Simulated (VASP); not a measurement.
# CaB2 (P6/mmm) in VASP: a series of runs

Runs on CaB2. Level: PBEsol. Tasks: single point.

All numbers are computed with VASP 6.6.1; they aren't measurements. Logs are shortened: lines on timing, memory, paths and dates and some standing lists are left out, and cuts for length are marked.

**1. The cell of the first run**

It takes space group P6/mmm (No. 191, hexagonal). The conventional cell has a = 3.132 Å, b = 3.132 Å, c = 3.826 Å, α = 90.00°, β = 90.00°, γ = 120.00°. Ca (site symmetry 6/mmm) has 12 B at 2.63 Å and 6 Ca at 3.13 Å within 3.5 Å. B (site symmetry -6m2) has 3 B at 1.81 Å within 2.4 Å.

**2. Single point, PBEsol (strained)**

Input file INCAR:

```
ALGO     = Normal         # electronic algorithm
EDIFF    = 1E-6           # SCF threshold, eV
ENCUT    = 520            # plane-wave cutoff, eV
GGA      = PS             # functional
ISIF     = 2              # what is computed and relaxed
ISMEAR   = 0              # smearing method
LASPH    = T              # aspherical terms in the spheres
LCHARG   = F              # write CHGCAR
LREAL    = F              # projectors in reciprocal space
LWAVE    = F              # write WAVECAR
NBANDS   = 15             # bands
NELM     = 80             # most SCF steps
PREC     = Accurate       # precision mode
SIGMA    = 0.1            # smearing width, eV
```

Input file KPOINTS:

```
k-points
0
Gamma
  15 15 10
```

Input file POSCAR:

```
CaB2
1.0
    3.1318636127      0.0000000000      0.0000000000
   -1.5659318063      2.7122734497      0.0000000000
    0.0000000000      0.0000000000      3.8261549805
Ca B
1 2
Direct
    0.0000000000      0.0000000000      0.0000000000
    0.3333333300      0.6666666700      0.5000000000
    0.6666666700      0.3333333300      0.5000000000
```

Potentials or basis: VASP PAW PBE potentials, release 64 (Ca_sv, B).

Started as:

```console
$ cat potpaw_PBE.64/Ca_sv/POTCAR potpaw_PBE.64/B/POTCAR > POTCAR
$ mpirun -np 1 vasp_std > vasp.out
```

OUTCAR:

```text
EDIFF = 1E-6
   ENCUT = 520
   GGA = PS
   ISIF = 2
   ISMEAR = 0
   LASPH = T
   LREAL = F
   NELM = 80
   PREC = Accurate

 ion  position               nearest neighbor table
   1  0.000  0.000  0.000-   2 2.63   3 2.63   2 2.63   3 2.63   2 2.63   2 2.63   3 2.63   3 2.63
                             3 2.63   3 2.63   2 2.63   2 2.63
   2  0.333  0.667  0.500-   3 1.81   3 1.81   3 1.81   1 2.63   1 2.63   1 2.63   1 2.63   1 2.63
                             1 2.63
   3  0.667  0.333  0.500-   2 1.81   2 1.81   2 1.81   1 2.63   1 2.63   1 2.63   1 2.63   1 2.63
                             1 2.63

  LATTYP: Found a hexagonal cell.
 ALAT       =     3.1318636127
 C/A-ratio  =     1.2216863356

  Lattice vectors:

 A1 = (   3.1318636127,   0.0000000000,   0.0000000000)
 A2 = (  -1.5659318063,   2.7122734497,   0.0000000000)
 A3 = (   0.0000000000,   0.0000000000,   3.8261549805)

Analysis of symmetry for initial positions (statically):
=====================================================================
 Subroutine PRICEL returns:
 Original cell was already a primitive cell.

 Routine SETGRP: Setting up the symmetry group for a
 hexagonal supercell.

 Subroutine GETGRP returns: Found 24 space group operations
 (whereof 24 operations were pure point group operations)
 out of a pool of 24 trial point group operations.

The static configuration has the point symmetry D_6h.

Analysis of symmetry for dynamics (positions and initial velocities):
=====================================================================
 Subroutine PRICEL returns:
 Original cell was already a primitive cell.

 Routine SETGRP: Setting up the symmetry group for a
 hexagonal supercell.

 Subroutine GETGRP returns: Found 24 space group operations
 (whereof 24 operations were pure point group operations)
 out of a pool of 24 trial point group operations.

The dynamic configuration has the point symmetry D_6h.

 Subroutine INISYM returns: Found 24 space group operations
 (whereof 24 operations are pure point group operations),
 and found     1 'primitive' translations

----------------------------------------------------------------------------------------

                                     Primitive cell

  volume of cell :      32.5012

  direct lattice vectors                    reciprocal lattice vectors
     3.131863613  0.000000000  0.000000000     0.319298706  0.184347194  0.000000000
    -1.565931806  2.712273450  0.000000000     0.000000000  0.368694388  0.000000000
     0.000000000  0.000000000  3.826154981     0.000000000  0.000000000  0.261358990

[... 94 lines left out ...]
   TEBEG  =    0.0;   TEEND  =   0.0 temperature during run
   PSTRESS=    0.0 pullay stress
   NELECT =      16.0000    total number of electrons
   NUPDOWN=      -1.0000    fix difference up-down
   EMIN   =  10.00;   EMAX   =-10.00  energy-range for DOS
   EFERMI =   0.00;   METHOD = LEGACY
   ISMEAR =     0;   SIGMA  =   0.10  broadening in eV -4-tet -1-fermi 0-gaus
   EFERMI_NEDOS =   21; number of points for ismear=-14 and -15
   IALGO  =     38    algorithm
   IMIX   =      4    mixing-type and parameters
     AMIX     =   0.40;   BMIX     =  1.00
     AMIX_MAG =   1.60;   BMIX_MAG =  1.00
  volume/ion in A,a.u.               =      10.83        73.11
  Fermi-wavevector in a.u.,A,eV,Ry     =   1.292653  2.442759 22.734670  1.670951
  Thomas-Fermi vector in A             =   2.424347
   LORBIT       =      0    0 simple, 1 ext, 2 COOP (PROOUT), +10 PAW based schemes
   GGA     = PS    functional components
   LHFCALC =     F    Hartree Fock is set to
   AEXX    =    0.0000 exact exchange contribution
   IVDW    =     0    specifies the selected vdW correction
   LEPSILON=     F    determine dielectric tensor
   LRPA    =     F    only Hartree local field effects (RPA)
 non-spin polarized calculation
 Gauss-broadening in eV      SIGMA  =   0.10
  energy-cutoff  :      520.00
  volume of cell :       32.50
 maximum number of plane-waves:       890
 NGX is ok and might be reduce to    24
   NGX = 11   NGY = 11   NGZ = 15

 number of electron      15.9999999 magnetization

 Free energy of the ion-electron system (eV)
  ---------------------------------------------------
  ext. energy  EPLUGINS =         0.00000000
  ---------------------------------------------------
  free energy    TOTEN  =       -16.55952305 eV

  energy without entropy =      -16.55379882  energy(sigma->0) =      -16.55666094

 E-fermi :   5.2637     XC(G=0): -11.4789

 val. band max:        5.2634143766   @ k =   0.4000   0.1333   0.3000
 cond. band min:       5.2837868100   @ k =   0.0667   0.0667   0.1000
 fundamental gap:      0.0203724335
 Fermi energy:         5.2636739137

 k-point     1 :       0.0000    0.0000    0.0000
  band No.  band energies     occupation
      1     -33.6904      2.00000
      2     -14.8625      2.00000
      3     -14.4665      2.00000
      4     -14.4665      2.00000
      5      -5.4965      2.00000
      6       3.8216      2.00000
      7       5.5249      0.00022
      8       5.5249      0.00022
      9       5.8974      0.00000
     10      11.4587      0.00000
     11      11.4587      0.00000
     12      12.1330      0.00000
     13      12.1330      0.00000
     14      12.6965      0.00000
[... 401 lines left out ...]
      2     -15.4077      2.00000
      3     -14.9430      2.00000
      4     -14.6057      2.00000
      5      -1.2033      2.00000
      6      -0.9005      2.00000
      7       1.9264      2.00000
      8       4.3184      2.00000
      9       6.7178      0.00000
     10       8.1260      0.00000
     11      10.7023      0.00000
     12      12.6435      0.00000
     13      13.6582      0.00000
     14      15.7927      0.00000
     15      16.1724      0.00000

 [... further k-points ...]
[... 5 lines left out ...]
  --------------------------------------------------------------------------------------
  -------------------------------------------------------------------------------------
  Total        2.3900843      2.3900843      4.0954397      0.0000000     -0.0000000      0.0000000
  in kB      117.8216049    117.8216049    201.8888080      0.0000000     -0.0000000      0.0000000
  external PRESSURE =     145.8440059 kB  Pullay stress =       0.0000000 kB

 VOLUME and BASIS-vectors are now :
 -----------------------------------------------------------------------------
  energy-cutoff  :      520.00
  volume of cell :       32.50
      direct lattice vectors                 reciprocal lattice vectors
     3.131863613  0.000000000  0.000000000     0.319298706  0.184347194  0.000000000
    -1.565931806  2.712273450  0.000000000     0.000000000  0.368694388  0.000000000
     0.000000000  0.000000000  3.826154981     0.000000000  0.000000000  0.261358990

 POSITION                                       TOTAL-FORCE (eV/Angst)
 -----------------------------------------------------------------------------------
      0.00000      0.00000      0.00000        -0.000000      0.000000     -0.000000
     -0.00000      1.80818      1.91308        -0.000000      0.000000     -0.000000
      1.56593      0.90409      1.91308         0.000000      0.000000      0.000000
 -----------------------------------------------------------------------------------
    total drift:                                0.000000     -0.000000     -0.000000

  FREE ENERGIE OF THE ION-ELECTRON SYSTEM (eV)
  ---------------------------------------------------
  free  energy   TOTEN  =       -16.5595230517 eV

  energy  without entropy=      -16.5537988242  energy(sigma->0) =      -16.55666094
```

Wall time 35 s (1 thread of Intel Xeon Platinum 8488C (Sapphire Rapids), shared host); peak memory 0.2 GiB.

What came out:

| Item | Value |
| --- | --- |
| Free energy | -16.5595 eV |
| Pressure | 14.6 GPa |
| Band gap on the k mesh | zero (band 8 reaches 6.27 eV, above the bottom of band 9 at 4.77 eV) |

Stress tensor (GPa, compression positive):
```
11.78  0.00  0.00
 0.00 11.78  0.00
 0.00  0.00 20.19
```

Caveat: the cell differs from its parent crystal (strained); the PAW data sets were made with another functional, which shifts forces and pressure a little.

**3. Single point, PBEsol (strained)**

Input file INCAR:

```
SYSTEM = CaB2
ALGO = Normal
EDIFF = 1E-6
ENCUT = 520
GGA = PS
ISIF = 2
ISMEAR = 0
LASPH = .True.
LCHARG = .True.
LELF = .True.
LREAL = .False.
LVHAR = .True.
LWAVE = .False.
NBANDS = 15
NELM = 60
PREC = Accurate
SIGMA = 0.1
```

Input file KPOINTS:

```
k-points
0
Gamma
  15 15 10
  0 0 0
```

Input file POSCAR:

```
CaB2
1.0
    3.1047615983      0.0000000000      0.0000000000
   -1.5523807991      2.6888024168      0.0000000000
    0.0000000000      0.0000000000      4.1580541677
Ca B
1 2
Direct
    0.0000000000      0.0000000000      0.0000000000
    0.3333333300      0.6666666700      0.5000000000
    0.6666666700      0.3333333300      0.5000000000
```

Potentials or basis: VASP PAW PBE potentials, release 64 (Ca_sv, B).

Started as:

```console
$ cat potpaw_PBE.64/Ca_sv/POTCAR potpaw_PBE.64/B/POTCAR > POTCAR
$ mpirun -np 1 vasp_std > vasp.out
```

Run time: 55 s. Hardware: 1 thread of Intel Xeon Platinum 8488C (Sapphire Rapids), shared host; peak memory 0.21 GiB.

The run converged. Its results:

```yaml
Free_energy: -16.6333 eV
Pressure: 4.7 GPa
Band_gap_on_the_k_mesh: zero (band 8 reaches 6.20 eV, above the bottom of band 9 at 4.31 eV)
```

Stress tensor (GPa, compression positive):
```
10.25  0.00  0.00
 0.00 10.25  0.00
 0.00  0.00 -6.40
```

Levels at points of the mesh, in eV from the Fermi level:
| k point | band 5 | band 6 | band 7 | band 8 | band 9 | band 10 | band 11 | band 12 |
| --- | --- | --- | --- | --- | --- | --- | --- | --- |
| (0.00, 0.00, 0.00) | -10.78 | -2.23 | -0.09 | 0.64 | 0.64 | 5.13 | 5.13 | 6.39 |
| (0.00, 0.00, 0.50) | -9.75 | -4.98 | 1.17 | 1.17 | 2.58 | 4.00 | 4.00 | 4.73 |

Caveat: the cell differs from its parent crystal (strained); the PAW data sets were made with another functional, which shifts forces and pressure a little.

**4. Single point, PBEsol (strained)**

Input file INCAR:

```
SYSTEM = CaB2
PREC = Accurate ; ENCUT = 520
EDIFF = 1E-6 ; ISMEAR = 0
SIGMA = 0.1 ; LREAL = .False.
LASPH = .True. ; NELM = 100
ALGO = Normal ; ISIF = 2
LWAVE = .False. ; LCHARG = .False.
GGA = PS ; NBANDS = 15
```

Input file KPOINTS:

```
Automatic mesh
0
Gamma
  15 15 10
  0 0 0
```

Input file POSCAR:

```
CaB2
1.0
    3.1562554256      0.0000000000      0.0000000000
   -1.5781277128      2.7333973794      0.0000000000
    0.0000000000      0.0000000000      4.1009479840
Ca B
1 2
Direct
    0.0000000000      0.0000000000      0.0000000000
    0.3333333300      0.6666666700      0.5000000000
    0.6666666700      0.3333333300      0.5000000000
```

Started as:

```console
$ cat potpaw_PBE.64/Ca_sv/POTCAR potpaw_PBE.64/B/POTCAR > POTCAR
$ mpirun -np 1 vasp_std > vasp.out
```

It took 42 s on 1 thread of Intel Xeon Platinum 8488C (Sapphire Rapids), shared host; peak memory 0.21 GiB.

It converged, with:

- Free energy: -16.7006 eV
- Pressure: 1.7 GPa
- Band gap on the k mesh: zero (band 8 reaches 5.90 eV, above the bottom of band 9 at 4.12 eV)

Stress tensor (GPa, compression positive):
```
 4.28  0.00  0.00
 0.00  4.28  0.00
 0.00  0.00 -3.39
```

Levels at points of the mesh, in eV from the Fermi level:
```
           k point  band 6  band 7  band 8  band 9  band 10  band 11
(0.00, 0.00, 0.00)   -2.00    0.13    0.50    0.50     5.32     5.32
(0.00, 0.00, 0.50)   -4.85    1.06    1.06    3.00     4.08     4.08
```

Caveat: the cell differs from its parent crystal (strained); the PAW data sets were made with another functional, which shifts forces and pressure a little.

**5. Single point, PBEsol (strained)**

Input file INCAR:

```
SYSTEM = CaB2
ALGO     = Normal         ! electronic algorithm
EDIFF    = 1E-6           ! SCF threshold, eV
ENCUT    = 520            ! plane-wave cutoff, eV
GGA      = PS             ! functional
ISIF     = 2              ! what is computed and relaxed
ISMEAR   = 0              ! smearing method
LASPH    = .True.         ! aspherical terms in the spheres
LCHARG   = .False.        ! write CHGCAR
LREAL    = .False.        ! projectors in reciprocal space
LWAVE    = .False.        ! write WAVECAR
NBANDS   = 15             ! bands
NELM     = 100            ! most SCF steps
PREC     = Accurate       ! precision mode
SIGMA    = 0.1            ! smearing width, eV
```

Input file KPOINTS:

```
k-points
0
Gamma
  15 15 10
  0 0 0
```

Input file POSCAR:

```
CaB2
1.0
    3.2911202115      0.0000000000      0.0000000000
   -1.6455601057      2.8501937100      0.0000000000
    0.0000000000      0.0000000000      3.9048996896
Ca B
1 2
Direct
    0.0000000000      0.0000000000      0.0000000000
    0.3333333300      0.6666666700      0.5000000000
    0.6666666700      0.3333333300      0.5000000000
```

Started as:

```console
$ cat potpaw_PBE.64/Ca_sv/POTCAR potpaw_PBE.64/B/POTCAR > POTCAR
$ mpirun -np 1 vasp_std > vasp.out
```

Wall time 46 s (1 thread of Intel Xeon Platinum 8488C (Sapphire Rapids), shared host); peak memory 0.21 GiB.

It converged, with:

```yaml
Free_energy: -16.6397 eV
Pressure: -3.1 GPa
Band_gap_on_the_k_mesh: zero (band 8 reaches 5.24 eV, above the bottom of band 9 at 3.78 eV)
```

Stress tensor (GPa, compression positive):
```
-7.95  0.00  0.00
 0.00 -7.95  0.00
 0.00  0.00  6.46
```

Levels at points of the mesh, in eV from the Fermi level:
| k point | band 6 | band 7 | band 8 | band 9 | band 10 | band 11 |
| --- | --- | --- | --- | --- | --- | --- |
| (0.00, 0.00, 0.00) | -1.25 | 0.17 | 0.17 | 0.85 | 5.99 | 5.99 |
| (0.00, 0.00, 0.50) | -4.48 | 0.84 | 0.84 | 3.94 | 3.94 | 4.32 |

Caveat: the cell differs from its parent crystal (strained); the PAW data sets were made with another functional, which shifts forces and pressure a little.

**6. Single point, PBEsol (strained)**

Input file INCAR:

```
PREC = Accurate
ENCUT = 520
EDIFF = 1E-7
ISMEAR = 0
SIGMA = 0.1
LREAL = False
LASPH = True
NELM = 80
ALGO = Normal
ISIF = 2
LWAVE = False
LCHARG = False
GGA = PS
NBANDS = 15
```

Input file KPOINTS:

```
Automatic mesh
0
Gamma
  15 15 10
```

Input file POSCAR:

```
CaB2
1.0
    3.3166090107      0.0000000000      0.0000000000
   -1.6583045053      2.8722676577      0.0000000000
    0.0000000000      0.0000000000      4.0590538464
Ca B
1 2
Direct
    0.0000000000      0.0000000000      0.0000000000
    0.3333333300      0.6666666700      0.5000000000
    0.6666666700      0.3333333300      0.5000000000
```

Potentials or basis: VASP PAW PBE potentials, release 64 (Ca_sv, B).

Started as:

```console
$ cat potpaw_PBE.64/Ca_sv/POTCAR potpaw_PBE.64/B/POTCAR > POTCAR
$ mpirun -np 1 vasp_std > vasp.out
```

It took 1.7 min on 1 thread of Intel Xeon Platinum 8488C (Sapphire Rapids), shared host; peak memory 0.23 GiB.

The run converged. Its results:

```yaml
Free_energy: -16.6163 eV
Pressure: -8.7 GPa
Band_gap_on_the_k_mesh: zero (band 8 reaches 4.98 eV, above the bottom of band 9 at 3.42 eV)
```

Stress tensor (GPa, compression positive):
```
-11.29   0.00   0.00
  0.00 -11.29   0.00
  0.00   0.00  -3.66
```

Levels at points of the mesh, in eV from the Fermi level:
| k point | band 5 | band 6 | band 7 | band 8 | band 9 | band 10 | band 11 | band 12 |
| --- | --- | --- | --- | --- | --- | --- | --- | --- |
| (0.00, 0.00, 0.00) | -10.10 | -1.54 | 0.25 | 0.25 | 0.57 | 5.50 | 5.50 | 6.05 |
| (0.00, 0.00, 0.50) | -9.09 | -4.50 | 0.83 | 0.83 | 3.74 | 4.00 | 4.00 | 4.13 |

Caveat: the cell differs from its parent crystal (strained); the PAW data sets were made with another functional, which shifts forces and pressure a little.

**7. Overview**

```csv
cell,gap on the mesh (eV),pressure (GPa)
"a = 3.132, b = 3.132, c = 3.826 Å, angles 90.0, 90.0, 120.0°, 3 atoms",none,14.6
"a = 3.105, b = 3.105, c = 4.158 Å, angles 90.0, 90.0, 120.0°, 3 atoms",none,4.7
"a = 3.156, b = 3.156, c = 4.101 Å, angles 90.0, 90.0, 120.0°, 3 atoms",none,1.7
"a = 3.291, b = 3.291, c = 3.905 Å, angles 90.0, 90.0, 120.0°, 3 atoms",none,-3.1
"a = 3.317, b = 3.317, c = 4.059 Å, angles 90.0, 90.0, 120.0°, 3 atoms",none,-8.7
```

Alike in all rows: task single point; level PBEsol; potentials or basis VASP PAW PBE potentials, release 64 (Ca_sv, B); no spin polarisation; k mesh 15 × 15 × 10; cutoff (eV) 520; smearing gaussian 0.1 eV.

Caveats: the PAW data sets were made with another functional, which shifts forces and pressure a little.

Absolute energies hang on the potentials; compare differences alone.
